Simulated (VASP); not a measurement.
# TiSi2: single point with PBE

Crystal: TiSi2.

```xyz
3
Lattice="4.3829 0.0000 0.0000 -2.1914 3.7957 0.0000 0.0000 0.0000 2.5492" Properties=species:S:1:pos:R:3 pbc="T T T"
Ti    0.0000    0.0000    0.0000
Si    0.0000    2.5305    1.2746
Si    2.1914    1.2652    1.2746
```

```json
{
 "Program": "VASP 6.6.1",
 "Task": "single point",
 "Functional": "PBE",
 "Potentials or basis": "VASP PAW PBE potentials, release 64 (Ti_sv, Si)",
 "Cutoff": "520 eV",
 "k mesh": "7 × 7 × 10",
 "Occupations": "fermi-dirac, width 0.05 eV",
 "Spin": "no spin polarisation",
 "Dipole correction": "no",
 "Further INCAR settings": "ALGO = Normal; EDIFF = 1e-06; NBANDS = 17"
}
```

The pressure is -0.1 GPa and the band gap on the k mesh is zero (band 10 reaches 11.32 eV, above the bottom of band 11 at 8.66 eV).

Levels at points of the mesh, in eV from the Fermi level:
```tsv
k point	band 6	band 7	band 8	band 9	band 10	band 11	band 12	band 13	band 14	band 15
(0.00, 0.00, 0.00)	-5.25	-5.25	-5.17	-1.66	-1.00	-1.00	2.91	2.91	3.37	3.37
(0.00, 0.00, 0.50)	-7.05	-2.29	-2.29	-0.89	-0.81	-0.81	-0.27	-0.27	1.38	4.44
```

Run time: 41 s on 1 thread of Intel Xeon 8259CL, with other jobs on the host, peak memory 0.18 GiB.
